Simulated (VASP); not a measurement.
# RbBr (Fm-3m) in VASP: notebook

The runs below take RbBr through single point, with PBE, r2SCAN.

Everything below comes from runs of VASP 6.6.1. Logs are shortened: lines on timing, memory, paths and dates and some standing lists are left out, and cuts for length are marked.

## (1) The cell of the first run

It takes space group Fm-3m (No. 225, cubic). Conventional cell: a = 6.922 Å, b = 6.922 Å, c = 6.922 Å, α = 90.00°, β = 90.00°, γ = 90.00°. Rb (site symmetry m-3m) has 6 Br at 3.46 Å within 4.5 Å. Br (site symmetry m-3m) has 6 Rb at 3.46 Å within 4.5 Å.

## (2) Single point, PBE

Contents of INCAR:

```
ALGO = Normal
EDIFF = 1E-6
ENCUT = 520
GGA = PE
ISIF = 2
ISMEAR = 0
LASPH = True
LCHARG = False
LREAL = False
LWAVE = False
NBANDS = 15
NELM = 60
PREC = Accurate
SIGMA = 0.01
```

Contents of KPOINTS:

```
k-points
0
Gamma
  6 6 6
```

Contents of POSCAR:

```
RbBr
1.0
    0.0000000000      3.4608320096      3.4608320096
    3.4608320096      0.0000000000      3.4608320096
    3.4608320096      3.4608320096      0.0000000000
Rb Br
1 1
Direct
    0.0000000000      0.0000000000      0.0000000000
    0.5000000000      0.5000000000      0.5000000000
```

Potentials or basis: VASP PAW PBE potentials, release 64 (Rb_sv, Br).

On the command line:

```
cat potpaw_PBE.64/Rb_sv/POTCAR potpaw_PBE.64/Br/POTCAR > POTCAR
mpirun -np 1 vasp_std > vasp.out
```

OUTCAR:

```text
EDIFF = 1E-6
   ENCUT = 520
   GGA = PE
   ISIF = 2
   ISMEAR = 0
   LASPH = True
   LREAL = False
   NELM = 60
   PREC = Accurate

 ion  position               nearest neighbor table
   1  0.000  0.000  0.000-   2 3.46   2 3.46   2 3.46   2 3.46   2 3.46   2 3.46
   2  0.500  0.500  0.500-   1 3.46   1 3.46   1 3.46   1 3.46   1 3.46   1 3.46

  LATTYP: Found a face centered cubic cell.
 ALAT       =     6.9216640192

  Lattice vectors:

 A1 = (   0.0000000000,   3.4608320096,   3.4608320096)
 A2 = (   3.4608320096,   0.0000000000,   3.4608320096)
 A3 = (   3.4608320096,   3.4608320096,   0.0000000000)

Analysis of symmetry for initial positions (statically):
=====================================================================
 Subroutine PRICEL returns:
 Original cell was already a primitive cell.

 Routine SETGRP: Setting up the symmetry group for a
 face centered cubic supercell.

 Subroutine GETGRP returns: Found 48 space group operations
 (whereof 48 operations were pure point group operations)
 out of a pool of 48 trial point group operations.

The static configuration has the point symmetry O_h .

Analysis of symmetry for dynamics (positions and initial velocities):
=====================================================================
 Subroutine PRICEL returns:
 Original cell was already a primitive cell.

 Routine SETGRP: Setting up the symmetry group for a
 face centered cubic supercell.

 Subroutine GETGRP returns: Found 48 space group operations
 (whereof 48 operations were pure point group operations)
 out of a pool of 48 trial point group operations.

The dynamic configuration has the point symmetry O_h .

 Subroutine INISYM returns: Found 48 space group operations
 (whereof 48 operations are pure point group operations),
 and found     1 'primitive' translations

----------------------------------------------------------------------------------------

                                     Primitive cell

  volume of cell :      82.9032

  direct lattice vectors                    reciprocal lattice vectors
     0.000000000  3.460832010  3.460832010    -0.144473930  0.144473930  0.144473930
     3.460832010  0.000000000  3.460832010     0.144473930 -0.144473930  0.144473930
     3.460832010  3.460832010  0.000000000     0.144473930  0.144473930 -0.144473930

  length of vectors
     4.894355565  4.894355565  4.894355565     0.250236186  0.250236186  0.250236186

  position of ions in fractional coordinates (direct lattice)
     0.000000000  0.000000000  0.000000000
     0.500000000  0.500000000  0.500000000

  ion indices of the primitive-cell ions
   primitive index   ion index
                 1           1
                 2           2

----------------------------------------------------------------------------------------

 KPOINTS: k-points

Automatic generation of k-mesh.
 Grid dimensions read from file:
 generate k-points for:    6    6    6

 Generating k-lattice:

  Cartesian coordinates                     Fractional coordinates (reciprocal lattice)
    -0.024078988  0.024078988  0.024078988     0.166666667  0.000000000  0.000000000
     0.024078988 -0.024078988  0.024078988     0.000000000  0.166666667  0.000000000
     0.024078988  0.024078988 -0.024078988     0.000000000  0.000000000  0.166666667

  Length of vectors
     0.041706031  0.041706031  0.041706031

  Shift w.r.t. Gamma in fractional coordinates (k-lattice)
     0.000000000  0.000000000  0.000000000

 Subroutine IBZKPT returns following result:
 ===========================================

 Found     16 irreducible k-points:

 Following reciprocal coordinates:
            Coordinates               Weight
  0.000000  0.000000  0.000000      1.000000
  0.166667  0.000000  0.000000      8.000000
  0.333333  0.000000  0.000000      8.000000
  0.500000  0.000000  0.000000      4.000000
  0.166667  0.166667  0.000000      6.000000
  0.333333  0.166667  0.000000     24.000000
[... 8 lines left out ...]
 -0.333333  0.333333  0.166667     24.000000
 -0.333333  0.500000  0.166667     12.000000
   k-points           NKPTS =     16   k-points in BZ     NKDIM =     16   number of bands    NBANDS=     15
   number of dos      NEDOS =    301   number of ions     NIONS =      2
   total plane-waves  NPLWV =  46656
   dimension x,y,z NGX =    36 NGY =   36 NGZ =   36
   dimension x,y,z NGXF=    72 NGYF=   72 NGZF=   72
   ions per type =               1   1
   NGX,Y,Z   is equivalent  to a cutoff of  12.23, 12.23, 12.23 a.u.
   NGXF,Y,Z  is equivalent  to a cutoff of  24.46, 24.46, 24.46 a.u.
 SYSTEM =  unknown system
   PREC   = accura    normal or accurate (medium, high low for compatibility)
   ISTART =      0    job   : 0-new  1-cont  2-samecut
   ICHARG =      2    charge: 1-file 2-atom 10-const
   ISPIN  =      1    spin polarized calculation?
   LNONCOLLINEAR =      F non collinear calculations
   LSORBIT =      F    spin-orbit coupling
   LASPH  =      T    aspherical Exc in radial PAW
   ENCUT  =  520.0 eV  38.22 Ry    6.18 a.u.   9.10  9.10  9.10*2*pi/ulx,y,z
   NELM   =     60;   NELMIN=  2; NELMDL= -5     # of ELM steps
   EDIFF  = 0.1E-05   stopping-criterion for ELM
   LREAL  =      F    real-space projection
   EDIFFG = 0.1E-04   stopping-criterion for IOM
   NSW    =      0    number of steps for IOM
   IBRION =     -1    ionic relax: 0-MD 1-quasi-New 2-CG
   NFREE  =      0    steps in history (QN), initial steepest desc. (CG)
   ISIF   =      2    stress and relaxation
   ISYM   =      2    0-nonsym 1-usesym 2-fastsym
   POTIM  = 0.5000    time-step for ionic-motion
   TEBEG  =    0.0;   TEEND  =   0.0 temperature during run
   PSTRESS=    0.0 pullay stress
   NELECT =      16.0000    total number of electrons
   NUPDOWN=      -1.0000    fix difference up-down
   EMIN   =  10.00;   EMAX   =-10.00  energy-range for DOS
   EFERMI =   0.00;   METHOD = LEGACY
   ISMEAR =     0;   SIGMA  =   0.01  broadening in eV -4-tet -1-fermi 0-gaus
   EFERMI_NEDOS =   21; number of points for ismear=-14 and -15
   IALGO  =     38    algorithm
   IMIX   =      4    mixing-type and parameters
     AMIX     =   0.40;   BMIX     =  1.00
     AMIX_MAG =   1.60;   BMIX_MAG =  1.00
  volume/ion in A,a.u.               =      41.45       279.73
  Fermi-wavevector in a.u.,A,eV,Ry     =   0.946072  1.787817 12.177932  0.895053
  Thomas-Fermi vector in A             =   2.074035
   LORBIT       =      0    0 simple, 1 ext, 2 COOP (PROOUT), +10 PAW based schemes
   GGA     = PE    functional components
   LHFCALC =     F    Hartree Fock is set to
   AEXX    =    0.0000 exact exchange contribution
   IVDW    =     0    specifies the selected vdW correction
   LEPSILON=     F    determine dielectric tensor
   LRPA    =     F    only Hartree local field effects (RPA)
 non-spin polarized calculation
 Gauss-broadening in eV      SIGMA  =   0.01
  energy-cutoff  :      520.00
  volume of cell :       82.90
 maximum number of plane-waves:      2252
   NGX = 19   NGY = 19   NGZ = 19

 number of electron      15.9999997 magnetization

 Free energy of the ion-electron system (eV)
  ---------------------------------------------------
  ext. energy  EPLUGINS =         0.00000000
  ---------------------------------------------------
  free energy    TOTEN  =        -6.10929045 eV

  energy without entropy =       -6.10929045  energy(sigma->0) =       -6.10929045

 E-fermi :  -1.7036     XC(G=0):  -7.1177

 val. band max:       -1.8613747018   @ k =   0.0000   0.0000   0.0000
 cond. band min:       2.4269380239   @ k =   0.0000   0.0000   0.0000
 fundamental gap:      4.2883127257
 Fermi energy:        -1.7035901881

 k-point     1 :       0.0000    0.0000    0.0000
  band No.  band energies     occupation
      1     -26.3384      2.00000
      2     -14.0136      2.00000
      3     -10.4127      2.00000
      4     -10.4127      2.00000
      5     -10.4127      2.00000
      6      -1.8614      2.00000
      7      -1.8614      2.00000
      8      -1.8614      2.00000
      9       2.4269      0.00000
     10       5.4087      0.00000
     11       5.4087      0.00000
     12       5.4087      0.00000
     13       6.2766      0.00000
     14       6.2766      0.00000
     15       9.0607      0.00000

 k-point     2 :       0.1667    0.0000    0.0000
  band No.  band energies     occupation
      1     -26.3364      2.00000
      2     -14.0227      2.00000
      3     -10.4146      2.00000
      4     -10.4146      2.00000
      5     -10.4027      2.00000
      6      -2.1496      2.00000
      7      -1.9491      2.00000
      8      -1.9491      2.00000
      9       3.0474      0.00000
     10       5.2721      0.00000
     11       5.7276      0.00000
     12       5.7276      0.00000
     13       6.6644      0.00000
     14       6.6644      0.00000
     15      10.0279      0.00000

 k-point     3 :       0.3333    0.0000    0.0000
  band No.  band energies     occupation
      1     -26.3323      2.00000
      2     -14.0407      2.00000
      3     -10.4182      2.00000
      4     -10.4182      2.00000
      5     -10.3828      2.00000
      6      -2.6082      2.00000
      7      -2.1138      2.00000
      8      -2.1138      2.00000
      9       4.2840      0.00000
     10       5.3880      0.00000
     11       6.6144      0.00000
     12       6.6144      0.00000
     13       7.6351      0.00000
     14       7.6351      0.00000
     15       9.5482      0.00000
[... 199 lines left out ...]
 k-point    15 :      -0.3333    0.3333    0.1667
  band No.  band energies     occupation
      1     -26.3286      2.00000
      2     -14.0039      2.00000
      3     -10.4998      2.00000
      4     -10.4926      2.00000
      5     -10.3979      2.00000
      6      -2.4739      2.00000
      7      -2.2000      2.00000
      8      -2.1733      2.00000
      9       5.1255      0.00000
     10       5.3403      0.00000
     11       6.5610      0.00000
     12       6.8274      0.00000
     13       8.2405      0.00000
     14       8.9126      0.00000
     15       8.9533      0.00000

 k-point    16 :      -0.3333    0.5000    0.1667
  band No.  band energies     occupation
      1     -26.3280      2.00000
      2     -13.9821      2.00000
      3     -10.5502      2.00000
      4     -10.5012      2.00000
      5     -10.4175      2.00000
      6      -2.2707      2.00000
      7      -2.2520      2.00000
      8      -2.1195      2.00000
      9       4.4493      0.00000
     10       5.8805      0.00000
     11       6.0515      0.00000
     12       6.9631      0.00000
     13       8.0266      0.00000
     14       8.8829      0.00000
     15       9.3261      0.00000

------------------------ aborting loop because EDIFF is reached ----------------------------------------

  FORCE on cell =-STRESS in cart. coord.  units (eV):
  Direction    XX          YY          ZZ          XY          YZ          ZX
  --------------------------------------------------------------------------------------
  -------------------------------------------------------------------------------------
  Total        0.2917284      0.2917284      0.2917284      0.0000000      0.0000000     -0.0000000
  in kB        5.6379039      5.6379039      5.6379039      0.0000000      0.0000000     -0.0000000
  external PRESSURE =       5.6379039 kB  Pullay stress =       0.0000000 kB

 VOLUME and BASIS-vectors are now :
 -----------------------------------------------------------------------------
  energy-cutoff  :      520.00
  volume of cell :       82.90
      direct lattice vectors                 reciprocal lattice vectors
     0.000000000  3.460832010  3.460832010    -0.144473930  0.144473930  0.144473930
     3.460832010  0.000000000  3.460832010     0.144473930 -0.144473930  0.144473930
     3.460832010  3.460832010  0.000000000     0.144473930  0.144473930 -0.144473930

 POSITION                                       TOTAL-FORCE (eV/Angst)
 -----------------------------------------------------------------------------------
      0.00000      0.00000      0.00000        -0.000000     -0.000000     -0.000000
      3.46083      3.46083      3.46083         0.000000      0.000000      0.000000
 -----------------------------------------------------------------------------------
    total drift:                                0.000000      0.000000      0.000000

  FREE ENERGIE OF THE ION-ELECTRON SYSTEM (eV)
  ---------------------------------------------------
  free  energy   TOTEN  =        -6.1092904482 eV

  energy  without entropy=       -6.1092904482  energy(sigma->0) =       -6.10929045
```

Wall time 8.7 s (1 thread of Intel Xeon 6975P-C (Granite Rapids), shared host); peak memory 0.2 GiB.

Results:

| Property | Result |
| --- | --- |
| Free energy | -6.1093 eV |
| Pressure | 0.6 GPa |
| Band gap on the k mesh | 4.29 eV, direct |

## (3) Single point, r2SCAN

POSCAR is that of step 2.

Contents of INCAR.step1:

```
ALGO = Normal ; EDIFF = 1E-4
ENCUT = 520 ; GGA = PE
ISMEAR = 0 ; LASPH = T
LCHARG = F ; LREAL = F
LWAVE = T ; NBANDS = 15
NELM = 80 ; PREC = Accurate
SIGMA = 0.01
```

Contents of INCAR.step2:

```
ALGO = Normal ; EDIFF = 1E-6
ENCUT = 520 ; ISIF = 2
ISMEAR = 0 ; ISTART = 1
LASPH = T ; LCHARG = T
LELF = T ; LMIXTAU = T
LREAL = F ; LVHAR = T
LWAVE = F ; METAGGA = R2SCAN
NBANDS = 15 ; NELM = 80
PREC = Accurate ; SIGMA = 0.01
```

KPOINTS is that of step 2.

Potentials or basis: VASP PAW PBE potentials, release 64 (Rb_sv, Br).

On the command line:

```
cat potpaw_PBE.64/Rb_sv/POTCAR potpaw_PBE.64/Br/POTCAR > POTCAR
cp INCAR.step1 INCAR
mpirun -np 1 vasp_std > vasp.out
cp INCAR.step2 INCAR
mpirun -np 1 vasp_std > vasp.out
```

OUTCAR:

```text
EDIFF = 1E-6
   ENCUT = 520
   ISIF = 2
   ISMEAR = 0
   ISTART = 1
   LASPH = T
   LREAL = F
   METAGGA = R2SCAN
   NELM = 80
   PREC = Accurate

 ion  position               nearest neighbor table
   1  0.000  0.000  0.000-   2 3.46   2 3.46   2 3.46   2 3.46   2 3.46   2 3.46
   2  0.500  0.500  0.500-   1 3.46   1 3.46   1 3.46   1 3.46   1 3.46   1 3.46

  LATTYP: Found a face centered cubic cell.
 ALAT       =     6.9216640192

  Lattice vectors:

 A1 = (   0.0000000000,   3.4608320096,   3.4608320096)
 A2 = (   3.4608320096,   0.0000000000,   3.4608320096)
 A3 = (   3.4608320096,   3.4608320096,   0.0000000000)

Analysis of symmetry for initial positions (statically):
=====================================================================
 Subroutine PRICEL returns:
 Original cell was already a primitive cell.

 Routine SETGRP: Setting up the symmetry group for a
 face centered cubic supercell.

 Subroutine GETGRP returns: Found 48 space group operations
 (whereof 48 operations were pure point group operations)
 out of a pool of 48 trial point group operations.

The static configuration has the point symmetry O_h .

Analysis of symmetry for dynamics (positions and initial velocities):
=====================================================================
 Subroutine PRICEL returns:
 Original cell was already a primitive cell.

 Routine SETGRP: Setting up the symmetry group for a
 face centered cubic supercell.

 Subroutine GETGRP returns: Found 48 space group operations
 (whereof 48 operations were pure point group operations)
 out of a pool of 48 trial point group operations.

The dynamic configuration has the point symmetry O_h .

 Subroutine INISYM returns: Found 48 space group operations
 (whereof 48 operations are pure point group operations),
 and found     1 'primitive' translations

----------------------------------------------------------------------------------------

                                     Primitive cell

  volume of cell :      82.9032

  direct lattice vectors                    reciprocal lattice vectors
     0.000000000  3.460832010  3.460832010    -0.144473930  0.144473930  0.144473930
[... 109 lines left out ...]
 Gauss-broadening in eV      SIGMA  =   0.01
  energy-cutoff  :      520.00
  volume of cell :       82.90
 maximum number of plane-waves:      2252
   NGX = 19   NGY = 19   NGZ = 19

 number of electron      15.9999997 magnetization

 Free energy of the ion-electron system (eV)
  ---------------------------------------------------
  ext. energy  EPLUGINS =         0.00000000
  ---------------------------------------------------
  free energy    TOTEN  =       -31.15566569 eV

  energy without entropy =      -31.15566569  energy(sigma->0) =      -31.15566569

 E-fermi :  -2.1626     XC(G=0):  -7.5051

 val. band max:       -2.2667717184   @ k =   0.0000   0.0000   0.0000
 cond. band min:       2.6260045069   @ k =   0.0000   0.0000   0.0000
 fundamental gap:      4.8927762253
 Fermi energy:        -2.1625623573

 k-point     1 :       0.0000    0.0000    0.0000
  band No.  band energies     occupation
      1     -27.4852      2.00000
      2     -14.8509      2.00000
      3     -11.0121      2.00000
      4     -11.0121      2.00000
      5     -11.0121      2.00000
      6      -2.2668      2.00000
      7      -2.2668      2.00000
      8      -2.2668      2.00000
      9       2.6260      0.00000
     10       5.6076      0.00000
     11       5.6076      0.00000
     12       5.6076      0.00000
     13       6.6558      0.00000
     14       6.6558      0.00000
[... 257 lines left out ...]
      2     -14.8179      2.00000
      3     -11.1486      2.00000
      4     -11.1000      2.00000
      5     -11.0149      2.00000
      6      -2.6807      2.00000
      7      -2.6481      2.00000
      8      -2.5265      2.00000
      9       4.5161      0.00000
     10       6.1578      0.00000
     11       6.3118      0.00000
     12       7.4214      0.00000
     13       8.4910      0.00000
     14       9.2601      0.00000
     15       9.6706      0.00000

------------------------ aborting loop because EDIFF is reached ----------------------------------------

  FORCE on cell =-STRESS in cart. coord.  units (eV):
  Direction    XX          YY          ZZ          XY          YZ          ZX
  --------------------------------------------------------------------------------------
  -------------------------------------------------------------------------------------
  Total        0.0230640      0.0230640      0.0230640      0.0000000      0.0000000      0.0000000
  in kB        0.4457319      0.4457319      0.4457319      0.0000000      0.0000000      0.0000000
  external PRESSURE =       0.4457319 kB  Pullay stress =       0.0000000 kB

 VOLUME and BASIS-vectors are now :
 -----------------------------------------------------------------------------
  energy-cutoff  :      520.00
  volume of cell :       82.90
      direct lattice vectors                 reciprocal lattice vectors
     0.000000000  3.460832010  3.460832010    -0.144473930  0.144473930  0.144473930
     3.460832010  0.000000000  3.460832010     0.144473930 -0.144473930  0.144473930
     3.460832010  3.460832010  0.000000000     0.144473930  0.144473930 -0.144473930

 POSITION                                       TOTAL-FORCE (eV/Angst)
 -----------------------------------------------------------------------------------
      0.00000      0.00000      0.00000         0.000000     -0.000000     -0.000000
      3.46083      3.46083      3.46083        -0.000000      0.000000      0.000000
 -----------------------------------------------------------------------------------
    total drift:                                0.000000      0.000000      0.000000

  FREE ENERGIE OF THE ION-ELECTRON SYSTEM (eV)
  ---------------------------------------------------
  free  energy   TOTEN  =       -31.1556656919 eV

  energy  without entropy=      -31.1556656919  energy(sigma->0) =      -31.15566569
```

OUTCAR.step1:

```text
EDIFF = 1E-4
   ENCUT = 520
   GGA = PE
   ISMEAR = 0
   LASPH = T
[... 497 lines left out ...]
 -----------------------------------------------------------------------------------
      0.00000      0.00000      0.00000        -0.000000      0.000000      0.000000
      3.46083      3.46083      3.46083         0.000000     -0.000000     -0.000000
 -----------------------------------------------------------------------------------
    total drift:                                0.000000      0.000000      0.000000

  FREE ENERGIE OF THE ION-ELECTRON SYSTEM (eV)
  ---------------------------------------------------
  free  energy   TOTEN  =        -6.1092838323 eV

  energy  without entropy=       -6.1092838323  energy(sigma->0) =       -6.10928383
```

Run time: 37 s. Hardware: 1 thread of Intel Xeon 6975P-C (Granite Rapids), shared host; peak memory 0.21 GiB.

What came out:

| Property | Result |
| --- | --- |
| Free energy | -31.1557 eV |
| Pressure | 0.0 GPa |
| Band gap on the k mesh | 4.89 eV, direct |

Caveat: the PAW data sets were made with another functional, which shifts forces and pressure a little.
